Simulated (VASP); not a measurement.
# V (Im-3m) in VASP: notebook

The runs below take V through single point, with r2SCAN.

Program: VASP 6.6.1. These are calculated values, not measurements. Logs are shortened: lines on timing, memory, paths and dates and some standing lists are left out, and cuts for length are marked.

### 1 The cell of the first run

Symmetry: Im-3m, No. 229, cubic system. The conventional cell has a = 3.029 Å, b = 3.029 Å, c = 3.029 Å, α = 90.00°, β = 90.00°, γ = 90.00°. V (site symmetry m-3m) has 14 V at 2.62 to 3.03 Å within 3.5 Å.

### 2 Single point, r2SCAN, collinear spin, ferromagnetic start

File POSCAR:

```
V
1.0
   -1.5143500000      1.5143500000      1.5143500000
    1.5143500000     -1.5143500000      1.5143500000
    1.5143500000      1.5143500000     -1.5143500000
V
1
Direct
    0.0000000000      0.0000000000      0.0000000000
```

File INCAR.step1:

```
SYSTEM = V
  PREC = Accurate
  ENCUT = 520
  ISMEAR = 0
  SIGMA = 0.1
  LREAL = .FALSE.
  LASPH = .TRUE.
  NELM = 150
  ISPIN = 2
  MAGMOM = 2
  LMAXMIX = 4
  NBANDS = 16
  GGA = PE
  ALGO = Normal
  EDIFF = 1E-4
  LWAVE = .TRUE.
  LCHARG = .FALSE.
```

File INCAR.step2:

```
SYSTEM = V
  PREC = Accurate
  ENCUT = 520
  EDIFF = 1E-6
  ISMEAR = 0
  SIGMA = 0.1
  LREAL = .FALSE.
  LASPH = .TRUE.
  NELM = 150
  ALGO = Normal
  ISIF = 2
  LWAVE = .FALSE.
  LCHARG = .FALSE.
  ISPIN = 2
  MAGMOM = 2
  LORBIT = 11
  LMAXMIX = 4
  METAGGA = R2SCAN
  LMIXTAU = .TRUE.
  NBANDS = 16
  ISTART = 1
```

File KPOINTS:

```
regular mesh
0
G
  8 8 8
  0 0 0
```

Potentials or basis: VASP PAW PBE potentials, release 64 (V_sv).

The run is started by

```console
$ cat potpaw_PBE.64/V_sv/POTCAR > POTCAR
$ cp INCAR.step1 INCAR
$ mpirun -np 1 vasp_std > vasp.out
$ cp INCAR.step2 INCAR
$ mpirun -np 1 vasp_std > vasp.out
```

OUTCAR:

```text
SYSTEM = V
   PREC = Accurate
   ENCUT = 520
   EDIFF = 1E-6
   ISMEAR = 0
   LREAL = .FALSE.
   LASPH = .TRUE.
   NELM = 150
   ISIF = 2
   ISPIN = 2
   LORBIT = 11
   METAGGA = R2SCAN
   ISTART = 1

 ion  position               nearest neighbor table
   1  0.000  0.000  0.000-

  LATTYP: Found a body centered cubic cell.
 ALAT       =     3.0287000000

  Lattice vectors:

 A1 = (  -1.5143500000,   1.5143500000,   1.5143500000)
 A2 = (   1.5143500000,  -1.5143500000,   1.5143500000)
 A3 = (   1.5143500000,   1.5143500000,  -1.5143500000)

Analysis of symmetry for initial positions (statically):
=====================================================================
 Subroutine PRICEL returns:
 Original cell was already a primitive cell.

 Routine SETGRP: Setting up the symmetry group for a
 body centered cubic supercell.

 Subroutine GETGRP returns: Found 48 space group operations
 (whereof 48 operations were pure point group operations)
 out of a pool of 48 trial point group operations.

The static configuration has the point symmetry O_h .

Analysis of symmetry for dynamics (positions and initial velocities):
=====================================================================
 Subroutine PRICEL returns:
 Original cell was already a primitive cell.

 Routine SETGRP: Setting up the symmetry group for a
 body centered cubic supercell.

 Subroutine GETGRP returns: Found 48 space group operations
 (whereof 48 operations were pure point group operations)
 out of a pool of 48 trial point group operations.

The dynamic configuration has the point symmetry O_h .

Analysis of structural, dynamic, and magnetic symmetry:
=====================================================================
 Subroutine PRICEL returns:
 Original cell was already a primitive cell.

 Routine SETGRP: Setting up the symmetry group for a
 body centered cubic supercell.

 Subroutine GETGRP returns: Found 48 space group operations
 (whereof 48 operations were pure point group operations)
 out of a pool of 48 trial point group operations.

The overall configuration has the point symmetry O_h .

 Subroutine INISYM returns: Found 48 space group operations
 (whereof 48 operations are pure point group operations),
 and found     1 'primitive' translations

----------------------------------------------------------------------------------------

                                     Primitive cell

  volume of cell :      13.8912

  direct lattice vectors                    reciprocal lattice vectors
    -1.514350000  1.514350000  1.514350000     0.000000000  0.330174662  0.330174662
     1.514350000 -1.514350000  1.514350000     0.330174662  0.000000000  0.330174662
     1.514350000  1.514350000 -1.514350000     0.330174662  0.330174662  0.000000000

  length of vectors
     2.622931140  2.622931140  2.622931140     0.466937486  0.466937486  0.466937486

  position of ions in fractional coordinates (direct lattice)
     0.000000000  0.000000000  0.000000000

  ion indices of the primitive-cell ions
   primitive index   ion index
                 1           1

----------------------------------------------------------------------------------------

 KPOINTS: regular mesh

Automatic generation of k-mesh.
 Grid dimensions read from file:
 generate k-points for:    8    8    8

 Generating k-lattice:

  Cartesian coordinates                     Fractional coordinates (reciprocal lattice)
     0.000000000  0.041271833  0.041271833     0.125000000  0.000000000  0.000000000
     0.041271833  0.000000000  0.041271833     0.000000000  0.125000000  0.000000000
     0.041271833  0.041271833  0.000000000     0.000000000  0.000000000  0.125000000

  Length of vectors
     0.058367186  0.058367186  0.058367186

  Shift w.r.t. Gamma in fractional coordinates (k-lattice)
     0.000000000  0.000000000  0.000000000

 Subroutine IBZKPT returns following result:
 ===========================================

 Found     29 irreducible k-points:

 Following reciprocal coordinates:
            Coordinates               Weight
  0.000000  0.000000  0.000000      1.000000
  0.125000  0.000000  0.000000     12.000000
  0.250000  0.000000  0.000000     12.000000
  0.375000  0.000000  0.000000     12.000000
  0.500000  0.000000  0.000000      6.000000
  0.125000  0.125000  0.000000     24.000000
[... 16 lines left out ...]
 -0.250000  0.250000  0.250000      6.000000
 -0.375000  0.375000  0.250000     24.000000
 [... further k-points ...]
   k-points           NKPTS =     29   k-points in BZ     NKDIM =     29   number of bands    NBANDS=     16
   number of dos      NEDOS =    301   number of ions     NIONS =      1
   total plane-waves  NPLWV =   8000
   dimension x,y,z NGX =    20 NGY =   20 NGZ =   20
   dimension x,y,z NGXF=    40 NGYF=   40 NGZF=   40
   ions per type =               1
   NGX,Y,Z   is equivalent  to a cutoff of  12.68, 12.68, 12.68 a.u.
   NGXF,Y,Z  is equivalent  to a cutoff of  25.35, 25.35, 25.35 a.u.
 SYSTEM =  V
   PREC   = accura    normal or accurate (medium, high low for compatibility)
   ISTART =      1    job   : 0-new  1-cont  2-samecut
   ICHARG =      0    charge: 1-file 2-atom 10-const
   ISPIN  =      2    spin polarized calculation?
   LNONCOLLINEAR =      F non collinear calculations
   LSORBIT =      F    spin-orbit coupling
   LASPH  =      T    aspherical Exc in radial PAW
   ENCUT  =  520.0 eV  38.22 Ry    6.18 a.u.   4.88  4.88  4.88*2*pi/ulx,y,z
   NELM   =    150;   NELMIN=  2; NELMDL=  0     # of ELM steps
   EDIFF  = 0.1E-05   stopping-criterion for ELM
   LREAL  =      F    real-space projection
   EDIFFG = 0.1E-04   stopping-criterion for IOM
   NSW    =      0    number of steps for IOM
   IBRION =     -1    ionic relax: 0-MD 1-quasi-New 2-CG
   NFREE  =      0    steps in history (QN), initial steepest desc. (CG)
   ISIF   =      2    stress and relaxation
   ISYM   =      2    0-nonsym 1-usesym 2-fastsym
   POTIM  = 0.5000    time-step for ionic-motion
   TEBEG  =    0.0;   TEEND  =   0.0 temperature during run
   PSTRESS=    0.0 pullay stress
   NELECT =      13.0000    total number of electrons
   NUPDOWN=      -1.0000    fix difference up-down
   EMIN   =  10.00;   EMAX   =-10.00  energy-range for DOS
   EFERMI =   0.00;   METHOD = LEGACY
   ISMEAR =     0;   SIGMA  =   0.10  broadening in eV -4-tet -1-fermi 0-gaus
   EFERMI_NEDOS =   21; number of points for ismear=-14 and -15
   IALGO  =     38    algorithm
   IMIX   =      4    mixing-type and parameters
     AMIX     =   0.40;   BMIX     =  1.00
     AMIX_MAG =   1.60;   BMIX_MAG =  1.00
  volume/ion in A,a.u.               =      13.89        93.74
  Fermi-wavevector in a.u.,A,eV,Ry     =   1.601313  3.026044 34.888125  2.564205
  Thomas-Fermi vector in A             =   2.698311
   LORBIT       =     11    0 simple, 1 ext, 2 COOP (PROOUT), +10 PAW based schemes
   METAGGA = R2SCAN    functional components
   LHFCALC =     F    Hartree Fock is set to
   AEXX    =    0.0000 exact exchange contribution
   IVDW    =     0    specifies the selected vdW correction
   LEPSILON=     F    determine dielectric tensor
   LRPA    =     F    only Hartree local field effects (RPA)
 spin polarized calculation
 Gauss-broadening in eV      SIGMA  =   0.10
  energy-cutoff  :      520.00
  volume of cell :       13.89
 maximum number of plane-waves:       385
   NGX =  9   NGY =  9   NGZ =  9

 number of electron      12.9999997 magnetization       0.0002601

 number of electron      12.9999997 magnetization      -0.0000134

 Free energy of the ion-electron system (eV)
  ---------------------------------------------------
  ext. energy  EPLUGINS =         0.00000000
  ---------------------------------------------------
  free energy    TOTEN  =       -14.12237684 eV

  energy without entropy =      -14.11145438  energy(sigma->0) =      -14.11691561

 E-fermi :   9.3153     XC(G=0): -13.8742

 val. band max:        9.3066889817   @ k =  -0.2500   0.2500   0.1250
 cond. band min:       9.3623398341   @ k =  -0.2500   0.2500   0.1250
 fundamental gap:      0.0556508524
 Fermi energy:         9.3153499782

 spin component 1

 k-point     1 :       0.0000    0.0000    0.0000
  band No.  band energies     occupation
      1     -57.0342      1.00000
      2     -29.2354      1.00000
      3     -29.2353      1.00000
      4     -29.2353      1.00000
      5       2.2929      1.00000
      6       9.7825      0.00000
[... 8 lines left out ...]
     15      37.4692      0.00000
     16      41.6350      0.00000

 k-point     2 :       0.1250    0.0000    0.0000
  band No.  band energies     occupation
      1     -57.0076      1.00000
      2     -29.3650      1.00000
      3     -29.2748      1.00000
      4     -29.2362      1.00000
      5       2.9215      1.00000
      6       9.5242      0.00157
[... 8 lines left out ...]
     15      37.9324      0.00000
     16      37.9785      0.00000

 k-point     3 :       0.2500    0.0000    0.0000
  band No.  band energies     occupation
      1     -56.9430      1.00000
      2     -29.6709      1.00000
      3     -29.3691      1.00000
      4     -29.2384      1.00000
      5       4.5160      1.00000
      6       8.9460      1.00000
[... 8 lines left out ...]
     15      36.3676      0.00000
     16      37.3536      0.00000
[... 362 lines left out ...]
 k-point    23 :      -0.2500    0.2500    0.2500
  band No.  band energies     occupation
      1     -56.8658      1.00000
      2     -29.6884      1.00000
      3     -29.5160      1.00000
      4     -29.5160      1.00000
      5       6.1366      1.00000
      6       8.8503      1.00000
[... 8 lines left out ...]
     15      40.6460      0.00000
     16      40.6460      0.00000

 k-point    24 :      -0.3750    0.3750    0.2500
  band No.  band energies     occupation
      1     -56.8107      1.00000
      2     -29.8633      1.00000
      3     -29.6180      1.00000
      4     -29.5421      1.00000
      5       6.9736      1.00000
      6       7.8755      1.00000
[... 8 lines left out ...]
     15      39.6695      0.00000
     16      39.7037      0.00000

 [... further k-points ...]

 spin component 2

 k-point     1 :       0.0000    0.0000    0.0000
  band No.  band energies     occupation
      1     -57.0342      1.00000
      2     -29.2354      1.00000
      3     -29.2353      1.00000
      4     -29.2353      1.00000
      5       2.2930      1.00000
      6       9.7824      0.00000
[... 8 lines left out ...]
     15      37.4693      0.00000
     16      41.6351      0.00000

 k-point     2 :       0.1250    0.0000    0.0000
  band No.  band energies     occupation
      1     -57.0076      1.00000
      2     -29.3650      1.00000
      3     -29.2748      1.00000
      4     -29.2362      1.00000
      5       2.9216      1.00000
      6       9.5241      0.00158
[... 8 lines left out ...]
     15      37.9324      0.00000
     16      37.9785      0.00000

 k-point     3 :       0.2500    0.0000    0.0000
  band No.  band energies     occupation
      1     -56.9430      1.00000
      2     -29.6710      1.00000
      3     -29.3692      1.00000
      4     -29.2384      1.00000
      5       4.5160      1.00000
      6       8.9460      1.00000
[... 8 lines left out ...]
     15      36.3676      0.00000
     16      37.3536      0.00000
[... 362 lines left out ...]
 k-point    23 :      -0.2500    0.2500    0.2500
  band No.  band energies     occupation
      1     -56.8658      1.00000
      2     -29.6885      1.00000
      3     -29.5160      1.00000
      4     -29.5160      1.00000
      5       6.1366      1.00000
      6       8.8503      1.00000
[... 8 lines left out ...]
     15      40.6460      0.00000
     16      40.6460      0.00000

 k-point    24 :      -0.3750    0.3750    0.2500
  band No.  band energies     occupation
      1     -56.8108      1.00000
      2     -29.8634      1.00000
      3     -29.6181      1.00000
      4     -29.5422      1.00000
      5       6.9736      1.00000
      6       7.8755      1.00000
[... 8 lines left out ...]
     15      39.6696      0.00000
     16      39.7037      0.00000

 [... further k-points ...]
[... 5 lines left out ...]
  --------------------------------------------------------------------------------------
  -------------------------------------------------------------------------------------
  Total       -0.7435154     -0.7435154     -0.7435154     -0.0000000      0.0000000     -0.0000000
  in kB      -85.7554588    -85.7554588    -85.7554588     -0.0000000      0.0000000     -0.0000000
  external PRESSURE =     -85.7554588 kB  Pullay stress =       0.0000000 kB

 VOLUME and BASIS-vectors are now :
 -----------------------------------------------------------------------------
  energy-cutoff  :      520.00
  volume of cell :       13.89
      direct lattice vectors                 reciprocal lattice vectors
    -1.514350000  1.514350000  1.514350000     0.000000000  0.330174662  0.330174662
     1.514350000 -1.514350000  1.514350000     0.330174662  0.000000000  0.330174662
     1.514350000  1.514350000 -1.514350000     0.330174662  0.330174662  0.000000000

 POSITION                                       TOTAL-FORCE (eV/Angst)
 -----------------------------------------------------------------------------------
      0.00000      0.00000      0.00000         0.000000      0.000000      0.000000
 -----------------------------------------------------------------------------------
    total drift:                                0.000000     -0.000000      0.000000

  FREE ENERGIE OF THE ION-ELECTRON SYSTEM (eV)
  ---------------------------------------------------
  free  energy   TOTEN  =       -14.1223768412 eV

  energy  without entropy=      -14.1114543801  energy(sigma->0) =      -14.11691561

 total charge

# of ion       s       p       d       tot
------------------------------------------
    1        2.329   6.219   3.028  11.576

 magnetization (x)

# of ion       s       p       d       tot
------------------------------------------
    1       -0.000   0.000  -0.000  -0.000
```

Wall time 35 s (1 thread of Intel Xeon Platinum 8488C (Sapphire Rapids), shared host); peak memory 0.14 GiB.

Results:

- Free energy: -14.1224 eV
- Pressure: -8.6 GPa
- Net moment: 0.00 μB per cell
- Valence electrons inside the program's atomic spheres: V 11.58

Caveat: the k points lie up to 0.37 Å⁻¹ apart; the PAW data sets were made with another functional, which shifts forces and pressure a little.

### 3 Single point, r2SCAN, collinear spin, ferromagnetic start

This run uses another cell than the first one, of 13.33 Å³/atom, 0.960 times its volume.

File POSCAR:

```
V
1.0
   -1.4938011155      1.4938011155      1.4938011155
    1.4938011155     -1.4938011155      1.4938011155
    1.4938011155      1.4938011155     -1.4938011155
V
1
Direct
    0.0000000000      0.0000000000      0.0000000000
```

File INCAR.step1:

```
SYSTEM = V
PREC = Accurate ; ENCUT = 520
ISMEAR = 0 ; SIGMA = 0.1
LREAL = .FALSE. ; LASPH = .TRUE.
NELM = 150 ; ISPIN = 2
MAGMOM = 0.27 ; LMAXMIX = 4
NBANDS = 16 ; GGA = PE
ALGO = Normal ; EDIFF = 1E-4
LWAVE = .TRUE. ; LCHARG = .FALSE.
```

File INCAR.step2:

```
SYSTEM = V
PREC = Accurate ; ENCUT = 520
EDIFF = 1E-7 ; ISMEAR = 0
SIGMA = 0.1 ; LREAL = .FALSE.
LASPH = .TRUE. ; NELM = 150
ALGO = Normal ; ISIF = 2
LWAVE = .FALSE. ; LCHARG = .FALSE.
ISPIN = 2 ; MAGMOM = 0.27
LORBIT = 11 ; LMAXMIX = 4
METAGGA = R2SCAN ; LMIXTAU = .TRUE.
NBANDS = 16 ; ISTART = 1
```

File KPOINTS:

```
regular mesh
0
G
  10 10 10
  0 0 0
```

Potentials or basis: VASP PAW PBE potentials, release 64 (V_sv).

The run is started by

```console
$ cat potpaw_PBE.64/V_sv/POTCAR > POTCAR
$ cp INCAR.step1 INCAR
$ mpirun -np 1 vasp_std > vasp.out
$ cp INCAR.step2 INCAR
$ mpirun -np 1 vasp_std > vasp.out
```

Wall time 51 s (1 thread of Intel Xeon Platinum 8488C (Sapphire Rapids), shared host); peak memory 0.14 GiB.

It converged, with:

- Free energy: -14.1380 eV
- Pressure: 0.6 GPa
- Net moment: 0.00 μB per cell
- Valence electrons inside the program's atomic spheres: V 11.63

Levels at points of the mesh, in eV from the Fermi level:
Spin up:
| k point | band 2 | band 3 | band 4 | band 5 | band 6 | band 7 | band 8 | band 9 | band 10 | band 11 |
| --- | --- | --- | --- | --- | --- | --- | --- | --- | --- | --- |
| (0.00, 0.00, 0.00) | -38.48 | -38.48 | -38.48 | -7.07 | 0.47 | 0.47 | 0.47 | 2.66 | 2.66 | 21.34 |
| (0.50, 0.00, 0.00) | -39.44 | -38.77 | -38.49 | -3.38 | -1.18 | 1.56 | 2.64 | 3.04 | 4.32 | 10.72 |
| (0.50, 0.50, 0.50) | -39.13 | -39.13 | -39.13 | -3.17 | -3.17 | 3.91 | 3.91 | 3.91 | 10.75 | 10.75 |
Spin down:
```tsv
k point	band 2	band 3	band 4	band 5	band 6	band 7	band 8	band 9	band 10	band 11
(0.00, 0.00, 0.00)	-38.48	-38.48	-38.48	-7.07	0.47	0.47	0.47	2.66	2.66	21.34
(0.50, 0.00, 0.00)	-39.44	-38.77	-38.49	-3.38	-1.18	1.56	2.64	3.04	4.32	10.72
(0.50, 0.50, 0.50)	-39.13	-39.13	-39.13	-3.17	-3.17	3.91	3.91	3.91	10.75	10.75
```

Caveat: the PAW data sets were made with another functional, which shifts forces and pressure a little.

### 4 Single point, r2SCAN (volume scaled by 0.94)

File POSCAR:

```
V
1.0
   -1.4606775013      1.4606775013      1.4606775013
    1.4606775013     -1.4606775013      1.4606775013
    1.4606775013      1.4606775013     -1.4606775013
V
1
Direct
    0.0000000000      0.0000000000      0.0000000000
```

File INCAR.step1:

```
SYSTEM = V
  PREC = Accurate
  ENCUT = 520
  ISMEAR = 0
  SIGMA = 0.1
  LREAL = .FALSE.
  LASPH = .TRUE.
  NELM = 80
  NBANDS = 12
  GGA = PE
  ALGO = Normal
  EDIFF = 1E-4
  LWAVE = .TRUE.
  LCHARG = .FALSE.
```

File INCAR.step2:

```
SYSTEM = V
  PREC = Accurate
  ENCUT = 520
  EDIFF = 1E-6
  ISMEAR = 0
  SIGMA = 0.1
  LREAL = .FALSE.
  LASPH = .TRUE.
  NELM = 80
  ALGO = Normal
  ISIF = 2
  LWAVE = .FALSE.
  LCHARG = .TRUE.
  METAGGA = R2SCAN
  LMIXTAU = .TRUE.
  LELF = .TRUE.
  LVHAR = .TRUE.
  NBANDS = 12
  ISTART = 1
```

File KPOINTS:

```
Automatic mesh
0
G
  20 20 20
  0 0 0
```

The run is started by

```console
$ cat potpaw_PBE.64/V_sv/POTCAR > POTCAR
$ cp INCAR.step1 INCAR
$ mpirun -np 1 vasp_std > vasp.out
$ cp INCAR.step2 INCAR
$ mpirun -np 1 vasp_std > vasp.out
```

It took 84 s on 1 thread of Intel Xeon Platinum 8488C (Sapphire Rapids), shared host; peak memory 0.16 GiB.

The run converged. Its results:

* Free energy: -14.0972 eV
* Pressure: 14.4 GPa

Levels at points of the mesh, in eV from the Fermi level:
```tsv
k point	band 4	band 5	band 6	band 7	band 8	band 9	band 10	band 11
(0.00, 0.00, 0.00)	-38.23	-7.21	0.50	0.50	0.50	2.89	2.89	21.85
(0.50, 0.00, 0.00)	-38.24	-3.62	-1.31	1.84	2.88	3.32	4.74	11.64
(0.50, 0.50, 0.50)	-39.03	-3.51	-3.51	4.28	4.28	4.28	11.44	11.44
```

Caveat: the cell differs from its parent crystal (volume scaled by 0.94); the PAW data sets were made with another functional, which shifts forces and pressure a little.

(Part 1 of 2 ends here.)
